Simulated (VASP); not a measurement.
A run of VASP 6.6.1 is set up as follows.

INCAR

```
ALGO = Normal
EDIFF = 1E-6
ENCUT = 520
GGA = PS
ISIF = 2
ISMEAR = 1
LASPH = True
LCHARG = False
LREAL = False
LWAVE = False
NBANDS = 12
NELM = 100
PREC = Accurate
SIGMA = 0.1
```

Contents of KPOINTS:

```
k-points
0
Gamma
  6 6 6
```

Contents of POSCAR:

```
Ti
1.0
    2.8422950000      0.0000000000      0.0000000000
   -0.9474316370      2.6797414353      0.0000000000
   -0.9474316370     -1.3398706547      2.3207241949
Ti
1
Direct
    0.0000000000      0.0000000000      0.0000000000
```

Potentials or basis: VASP PAW PBE potentials, release 64 (Ti_sv).

The run is started by

```console
$ cat potpaw_PBE.64/Ti_sv/POTCAR > POTCAR
$ mpirun -np 1 vasp_std > vasp.out
```

Problem. Predict the pressure.

Solution. -7.1 GPa.

Problem. What does it give for the band gap on the k mesh?

Solution. Zero (band 6 reaches 8.75 eV, above the bottom of band 7 at 7.27 eV).

Caveat: the k points lie up to 0.45 Å⁻¹ apart; the PAW data sets were made with another functional, which shifts forces and pressure a little.
